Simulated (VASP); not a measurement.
Here is a VASP 6.6.1 calculation.

POSCAR

```
Al
1.0
    2.7935792435      0.0000000000      0.0000000000
   -1.3967896217      2.4193105923      0.0000000000
    0.0000000000      0.0000000000      4.8341855930
Al
2
Direct
    0.3333333333      0.6666666667      0.2500000000
    0.6666666667      0.3333333333      0.7500000000
```

The input INCAR.step1:

```
PREC     = Accurate       # precision mode
ENCUT    = 520            # plane-wave cutoff, eV
EDIFF    = 1E-5           # SCF threshold, eV
ISMEAR   = -1             # smearing method
SIGMA    = 0.05           # smearing width, eV
LREAL    = F              # projectors in reciprocal space
LASPH    = T              # aspherical terms in the spheres
NELM     = 80             # most SCF steps
ALGO     = Normal         # electronic algorithm
ISIF     = 2              # what is computed and relaxed
LWAVE    = T              # write WAVECAR
LCHARG   = F              # write CHGCAR
GGA      = PE             # functional
NBANDS   = 10             # bands
```

Contents of INCAR.step2:

```
PREC     = Accurate       # precision mode
ENCUT    = 520            # plane-wave cutoff, eV
EDIFF    = 1E-6           # SCF threshold, eV
ISMEAR   = -1             # smearing method
SIGMA    = 0.05           # smearing width, eV
LREAL    = F              # projectors in reciprocal space
LASPH    = T              # aspherical terms in the spheres
NELM     = 80             # most SCF steps
ALGO     = Normal         # electronic algorithm
ISIF     = 2              # what is computed and relaxed
LWAVE    = F              # write WAVECAR
LCHARG   = F              # write CHGCAR
GGA      = PE             # functional
LHFCALC  = T              # exact exchange
AEXX     = 0.25           # exact-exchange fraction
PRECFOCK = Normal       
ISTART   = 1            
NBANDS   = 10             # bands
```

The input KPOINTS:

```
Automatic mesh
0
Gamma
  6 6 4
```

Potentials or basis: VASP PAW PBE potentials, release 64 (Al).

Launch:

```console
$ cat potpaw_PBE.64/Al/POTCAR > POTCAR
$ cp INCAR.step1 INCAR
$ mpirun -np 1 vasp_std > vasp.out
$ cp INCAR.step2 INCAR
$ mpirun -np 1 vasp_std > vasp.out
```

Question: What does it give for the pressure?

Answer: 1.7 GPa.

Question: What does it give for the band gap on the k mesh?

Answer: Zero (band 3 reaches 12.67 eV, above the bottom of band 4 at 4.19 eV).

Stress tensor (GPa, compression positive):
```
 2.97  0.00  0.00
 0.00  2.97  0.00
 0.00  0.00 -0.99
```

Caveat: the k points lie up to 0.43 Å⁻¹ apart; the PAW data sets were made with another functional, which shifts forces and pressure a little.
